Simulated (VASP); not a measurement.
# Mg (P6_3/mmc) in VASP: a series of runs

Runs on Mg. Level: PBEsol. Tasks: single point, relaxation of cell and atoms.

All numbers are computed with VASP 6.6.1; they aren't measurements. Logs are shortened: lines on timing, memory, paths and dates and some standing lists are left out, and cuts for length are marked.

## Step 1: The cell of the first run

Symmetry: P6_3/mmc, No. 194, hexagonal system. The conventional cell has a = 3.136 Å, b = 3.136 Å, c = 5.323 Å, α = 90.00°, β = 90.00°, γ = 120.00°. Within 4.1 Å of Mg (site symmetry -6m2) lie 12 Mg at 3.14 to 3.22 Å.

## Step 2: Single point, PBEsol

File INCAR:

```
PREC = Accurate
ENCUT = 520
EDIFF = 1E-7
ISMEAR = -1
SIGMA = 0.1
LREAL = False
LASPH = True
NELM = 80
ALGO = Normal
ISIF = 2
LWAVE = False
LCHARG = False
GGA = PS
NBANDS = 9
```

File KPOINTS:

```
regular mesh
0
Gamma
  7 7 4
```

File POSCAR:

```
Mg
1.0
    3.1363297109      0.0000000000      0.0000000000
   -1.5681648554      2.7161412043      0.0000000000
    0.0000000000      0.0000000000      5.3231285922
Mg
2
Direct
    0.3333333333      0.6666666667      0.2500000000
    0.6666666667      0.3333333333      0.7500000000
```

Potentials or basis: VASP PAW PBE potentials, release 64 (Mg).

Command:

```
$ cat potpaw_PBE.64/Mg/POTCAR > POTCAR
$ mpirun -np 1 vasp_std > vasp.out
```

OUTCAR:

```text
PREC = Accurate
   ENCUT = 520
   EDIFF = 1E-7
   ISMEAR = -1
   LREAL = False
   LASPH = True
   NELM = 80
   ISIF = 2
   GGA = PS

 ion  position               nearest neighbor table
   1  0.333  0.667  0.250-   2 3.22   2 3.22   2 3.22   2 3.22   2 3.22   2 3.22
   2  0.667  0.333  0.750-   1 3.22   1 3.22   1 3.22   1 3.22   1 3.22   1 3.22

  LATTYP: Found a hexagonal cell.
 ALAT       =     3.1363297109
 C/A-ratio  =     1.6972477650

  Lattice vectors:

 A1 = (   3.1363297109,   0.0000000000,   0.0000000000)
 A2 = (  -1.5681648554,   2.7161412043,   0.0000000000)
 A3 = (   0.0000000000,   0.0000000000,   5.3231285922)

Analysis of symmetry for initial positions (statically):
=====================================================================
 Subroutine PRICEL returns:
 Original cell was already a primitive cell.

 Routine SETGRP: Setting up the symmetry group for a
 hexagonal supercell.

 Subroutine GETGRP returns: Found 24 space group operations
 (whereof 12 operations were pure point group operations)
 out of a pool of 24 trial point group operations.

The static configuration has the point symmetry D_3d.
 The point group associated with its full space group is D_6h.

Analysis of symmetry for dynamics (positions and initial velocities):
=====================================================================
 Subroutine PRICEL returns:
 Original cell was already a primitive cell.

 Routine SETGRP: Setting up the symmetry group for a
 hexagonal supercell.

 Subroutine GETGRP returns: Found 24 space group operations
 (whereof 12 operations were pure point group operations)
 out of a pool of 24 trial point group operations.

The dynamic configuration has the point symmetry D_3d.
 The point group associated with its full space group is D_6h.

 Subroutine INISYM returns: Found 24 space group operations
 (whereof 12 operations are pure point group operations),
 and found     1 'primitive' translations

----------------------------------------------------------------------------------------

                                     Primitive cell

  volume of cell :      45.3462

  direct lattice vectors                    reciprocal lattice vectors
     3.136329711  0.000000000  0.000000000     0.318844029  0.184084686  0.000000000
    -1.568164855  2.716141204  0.000000000     0.000000000  0.368169371  0.000000000
     0.000000000  0.000000000  5.323128592     0.000000000  0.000000000  0.187859448

  length of vectors
     3.136329711  3.136329711  5.323128592     0.368169371  0.368169371  0.187859448

  position of ions in fractional coordinates (direct lattice)
     0.333333333  0.666666667  0.250000000
     0.666666667  0.333333333  0.750000000

  ion indices of the primitive-cell ions
   primitive index   ion index
                 1           1
                 2           2

----------------------------------------------------------------------------------------

 KPOINTS: regular mesh

Automatic generation of k-mesh.
 Grid dimensions read from file:
 generate k-points for:    7    7    4

 Generating k-lattice:

  Cartesian coordinates                     Fractional coordinates (reciprocal lattice)
     0.045549147  0.026297812  0.000000000     0.142857143  0.000000000  0.000000000
     0.000000000  0.052595624  0.000000000     0.000000000  0.142857143  0.000000000
     0.000000000  0.000000000  0.046964862     0.000000000  0.000000000  0.250000000

  Length of vectors
     0.052595624  0.052595624  0.046964862

  Shift w.r.t. Gamma in fractional coordinates (k-lattice)
     0.000000000  0.000000000  0.000000000

 Subroutine IBZKPT returns following result:
 ===========================================

 Found     24 irreducible k-points:

 Following reciprocal coordinates:
            Coordinates               Weight
  0.000000  0.000000  0.000000      1.000000
  0.142857  0.000000  0.000000      6.000000
  0.285714  0.000000  0.000000      6.000000
  0.428571  0.000000  0.000000      6.000000
  0.142857  0.142857  0.000000      6.000000
  0.285714  0.142857  0.000000     12.000000
[... 16 lines left out ...]
  0.428571  0.142857  0.500000      6.000000
  0.285714  0.285714  0.500000      6.000000
   k-points           NKPTS =     24   k-points in BZ     NKDIM =     24   number of bands    NBANDS=      9
   number of dos      NEDOS =    301   number of ions     NIONS =      2
   total plane-waves  NPLWV =  23040
   dimension x,y,z NGX =    24 NGY =   24 NGZ =   40
   dimension x,y,z NGXF=    48 NGYF=   48 NGZF=   80
   ions per type =               2
   NGX,Y,Z   is equivalent  to a cutoff of  12.72, 12.72, 12.49 a.u.
   NGXF,Y,Z  is equivalent  to a cutoff of  25.44, 25.44, 24.98 a.u.
 SYSTEM =  unknown system
   PREC   = accura    normal or accurate (medium, high low for compatibility)
   ISTART =      0    job   : 0-new  1-cont  2-samecut
   ICHARG =      2    charge: 1-file 2-atom 10-const
   ISPIN  =      1    spin polarized calculation?
   LNONCOLLINEAR =      F non collinear calculations
   LSORBIT =      F    spin-orbit coupling
   LASPH  =      T    aspherical Exc in radial PAW
   ENCUT  =  520.0 eV  38.22 Ry    6.18 a.u.   5.83  5.83  9.90*2*pi/ulx,y,z
   NELM   =     80;   NELMIN=  2; NELMDL= -5     # of ELM steps
   EDIFF  = 0.1E-06   stopping-criterion for ELM
   LREAL  =      F    real-space projection
   EDIFFG = 0.1E-05   stopping-criterion for IOM
   NSW    =      0    number of steps for IOM
   IBRION =     -1    ionic relax: 0-MD 1-quasi-New 2-CG
   NFREE  =      0    steps in history (QN), initial steepest desc. (CG)
   ISIF   =      2    stress and relaxation
   ISYM   =      2    0-nonsym 1-usesym 2-fastsym
   POTIM  = 0.5000    time-step for ionic-motion
   TEBEG  =    0.0;   TEEND  =   0.0 temperature during run
   PSTRESS=    0.0 pullay stress
   NELECT =       4.0000    total number of electrons
   NUPDOWN=      -1.0000    fix difference up-down
   EMIN   =  10.00;   EMAX   =-10.00  energy-range for DOS
   EFERMI =   0.00;   METHOD = LEGACY
   ISMEAR =    -1;   SIGMA  =   0.10  broadening in eV -4-tet -1-fermi 0-gaus
   EFERMI_NEDOS =   21; number of points for ismear=-14 and -15
   IALGO  =     38    algorithm
   IMIX   =      4    mixing-type and parameters
     AMIX     =   0.40;   BMIX     =  1.00
     AMIX_MAG =   1.60;   BMIX_MAG =  1.00
  volume/ion in A,a.u.               =      22.67       153.01
  Fermi-wavevector in a.u.,A,eV,Ry     =   0.728754  1.377146  7.225821  0.531083
  Thomas-Fermi vector in A             =   1.820306
   LORBIT       =      0    0 simple, 1 ext, 2 COOP (PROOUT), +10 PAW based schemes
   GGA     = PS    functional components
   LHFCALC =     F    Hartree Fock is set to
   AEXX    =    0.0000 exact exchange contribution
   IVDW    =     0    specifies the selected vdW correction
   LEPSILON=     F    determine dielectric tensor
   LRPA    =     F    only Hartree local field effects (RPA)
 non-spin polarized calculation
  energy-cutoff  :      520.00
  volume of cell :       45.35
 maximum number of plane-waves:      1238
 NGX is ok and might be reduce to    24
   NGX = 11   NGY = 11   NGZ = 19

 number of electron       4.0000000 magnetization

 Free energy of the ion-electron system (eV)
  ---------------------------------------------------
  ext. energy  EPLUGINS =         0.00000000
  ---------------------------------------------------
  free energy    TOTEN  =        -3.49183130 eV

  energy without entropy =       -3.46901650  energy(sigma->0) =       -3.48042390

 E-fermi :   2.6637     XC(G=0):  -8.5721

 val. band max:        2.5899326630   @ k =   0.4286   0.1429   0.5000
 cond. band min:       2.7232030529   @ k =   0.4286   0.0000   0.2500
 fundamental gap:      0.1332703899
 Fermi energy:         2.6636962265

 k-point     1 :       0.0000    0.0000    0.0000
  band No.  band energies     occupation
      1      -4.3266      2.00000
      2       0.7311      2.00000
      3       1.0113      2.00000
      4      14.1239      0.00000
      5      14.1289      0.00000
      6      14.1289      0.00000
      7      14.3771      0.00000
      8      14.3771      0.00000
      9      16.0235      0.00000

 k-point     2 :       0.1429    0.0000    0.0000
  band No.  band energies     occupation
      1      -3.9100      2.00000
      2       1.1134      2.00000
      3       1.4162      1.99999
      4       9.9307      0.00000
      5      12.1911      0.00000
      6      12.7353      0.00000
      7      14.5450      0.00000
      8      14.5759      0.00000
      9      16.1152      0.00000

 k-point     3 :       0.2857    0.0000    0.0000
  band No.  band energies     occupation
      1      -2.6715      2.00000
      2       2.2622      1.96455
      3       2.5680      1.44520
      4       5.8318      0.00000
      5      10.1511      0.00000
      6      10.3649      0.00000
      7      10.8126      0.00000
      8      12.5602      0.00000
      9      15.0978      0.00000

 k-point     4 :       0.4286    0.0000    0.0000
  band No.  band energies     occupation
      1      -0.6456      2.00000
      2       2.0664      1.99492
      3       4.1792      0.00000
      4       4.7584      0.00000
      5       6.8977      0.00000
      6       7.2907      0.00000
      7      10.1247      0.00000
      8      11.4627      0.00000
      9      14.3001      0.00000
[... 205 lines left out ...]
 k-point    22 :       0.2857    0.1429    0.5000
  band No.  band energies     occupation
      1      -0.1702      2.00000
      2      -0.1702      2.00000
      3       5.3193      0.00000
      4       5.3193      0.00000
      5       7.9933      0.00000
      6       7.9933      0.00000
      7      10.2397      0.00000
      8      10.2397      0.00000
      9      14.9059      0.00000

 k-point    23 :       0.4286    0.1429    0.5000
  band No.  band energies     occupation
      1       1.8730      1.99926
      2       1.8730      1.99926
      3       2.5899      1.35296
      4       2.5899      1.35296
      5       7.7130      0.00000
      6       7.7130      0.00000
      7      12.0382      0.00000
      8      12.0382      0.00000
      9      12.4697      0.00000

 k-point    24 :       0.2857    0.2857    0.5000
  band No.  band energies     occupation
      1       1.7651      1.99975
      2       1.7651      1.99975
      3       4.1904      0.00000
      4       4.1904      0.00000
      5       5.1563      0.00000
      6       5.1563      0.00000
      7      11.9072      0.00000
      8      11.9072      0.00000
      9      14.1522      0.00000

------------------------ aborting loop because EDIFF is reached ----------------------------------------

  FORCE on cell =-STRESS in cart. coord.  units (eV):
  Direction    XX          YY          ZZ          XY          YZ          ZX
  --------------------------------------------------------------------------------------
  -------------------------------------------------------------------------------------
  Total       -0.0153301     -0.0153301     -0.0129945     -0.0000000      0.0000000      0.0000000
  in kB       -0.5416461     -0.5416461     -0.4591248     -0.0000000      0.0000000      0.0000000
  external PRESSURE =      -0.5141390 kB  Pullay stress =       0.0000000 kB

 VOLUME and BASIS-vectors are now :
 -----------------------------------------------------------------------------
  energy-cutoff  :      520.00
  volume of cell :       45.35
      direct lattice vectors                 reciprocal lattice vectors
     3.136329711  0.000000000  0.000000000     0.318844029  0.184084686  0.000000000
    -1.568164855  2.716141204  0.000000000     0.000000000  0.368169371  0.000000000
     0.000000000  0.000000000  5.323128592     0.000000000  0.000000000  0.187859448

 POSITION                                       TOTAL-FORCE (eV/Angst)
 -----------------------------------------------------------------------------------
     -0.00000      1.81076      1.33078        -0.000000      0.000000      0.000000
      1.56816      0.90538      3.99235         0.000000     -0.000000      0.000000
 -----------------------------------------------------------------------------------
    total drift:                                0.000000     -0.000000      0.000000

  FREE ENERGIE OF THE ION-ELECTRON SYSTEM (eV)
  ---------------------------------------------------
  free  energy   TOTEN  =        -3.4918312969 eV

  energy  without entropy=       -3.4690164999  energy(sigma->0) =       -3.48042390
```

It took 7.1 s on 1 thread of Intel Xeon Platinum 8259CL at 2.50GHz (Skylake/Cascade Lake), shared host; peak memory 0.15 GiB.

Results:

```
Free energy            : -3.4918 eV
Pressure               : -0.1 GPa
Band gap on the k mesh : zero (band 2 reaches 3.38 eV, above the bottom of band 3 at 1.01 eV)
```

Levels at points of the mesh, in eV from the Fermi level:
```
           k point  band 1  band 2  band 3  band 4  band 5  band 6  band 7
(0.00, 0.00, 0.00)   -6.99   -1.93   -1.65   11.46   11.47   11.47   11.71
(0.00, 0.00, 0.50)   -5.67   -5.67    4.40    4.40   12.16   12.16   12.16
```

Caveat: the PAW data sets were made with another functional, which shifts forces and pressure a little.

## Step 3: Relaxation of cell and atoms, PBEsol

This run uses another cell than the first one, of 23.24 Å³/atom, 1.025 times its volume.

File INCAR:

```
SYSTEM = Mg
PREC = Accurate ; ENCUT = 600
EDIFF = 1E-6 ; ISMEAR = -1
SIGMA = 0.1 ; LREAL = .False.
LASPH = .True. ; NELM = 60
ALGO = Normal ; ISIF = 3
LWAVE = .False. ; LCHARG = .False.
GGA = PS ; IBRION = 2
NSW = 80 ; EDIFFG = -0.03
```

File KPOINTS:

```
regular mesh
0
Gamma
  7 7 4
  0 0 0
```

File POSCAR:

```
Mg
1.0
    3.2093000000      0.0000000000      0.0000000000
   -1.6046500000      2.7793350000      0.0000000000
    0.0000000000      0.0000000000      5.2103000000
Mg
2
Direct
    0.3333333333      0.6666666667      0.2500000000
    0.6666666667      0.3333333333      0.7500000000
```

Potentials or basis: VASP PAW PBE potentials, release 64 (Mg).

Command:

```
$ cat potpaw_PBE.64/Mg/POTCAR > POTCAR
$ mpirun -np 1 vasp_std > vasp.out
```

Run time: 27 s. Hardware: 1 thread of Intel Xeon Platinum 8259CL at 2.50GHz (Skylake/Cascade Lake), shared host; peak memory 0.18 GiB.

It converged, with:

```yaml
Free_energy: -3.4920 eV
Relaxed_volume: 22.64 Å³/atom
Relaxed_cell: a = 3.134 Å, b = 3.134 Å, c = 5.324 Å, α = 90.00°, β = 90.00°, γ = 120.00°
Space_group_after_relaxing_to_0.05_Å: P6_3/mmc (No. 194)
Energy_gained_by_relaxing: 7.6 meV/atom
Ionic_steps: 6
Pressure_after_relaxing: 0.0 GPa
Band_gap_on_the_k_mesh: zero (band 2 reaches 3.39 eV, above the bottom of band 3 at 1.01 eV)
```

Step by step:
| step | energy change (eV) | largest force (eV/Å) | pressure (GPa) | volume (Å³) |
| --- | --- | --- | --- | --- |
| 1 | 0.0000 | 0.0000 | -0.97 | 46.47 |
| 2 | -0.0109 | 0.0000 | -0.26 | 45.53 |
| 3 | -0.0137 | 0.0000 | 0.36 | 44.81 |
| 4 | -0.0138 | 0.0000 | 0.42 | 44.76 |
| 5 | -0.0150 | 0.0000 | 0.16 | 45.08 |
| 6 | -0.0152 | 0.0000 | 0.01 | 45.27 |

Final structure:
```
CELL_PARAMETERS angstrom
3.13365 0.00000 0.00000
-1.56683 2.71382 0.00000
0.00000 0.00000 5.32351
ATOMIC_POSITIONS crystal
Mg 0.33333 0.66667 0.25000
Mg 0.66667 0.33333 0.75000
```

Levels at points of the mesh, in eV from the Fermi level:
```csv
k point,band 1,band 2,band 3,band 4,band 5
"(0.00, 0.00, 0.00)",-7.00,-1.94,-1.66,11.48,11.48
"(0.00, 0.00, 0.50)",-5.68,-5.68,4.39,4.39,12.18
```

Caveat: the PAW data sets were made with another functional, which shifts forces and pressure a little.
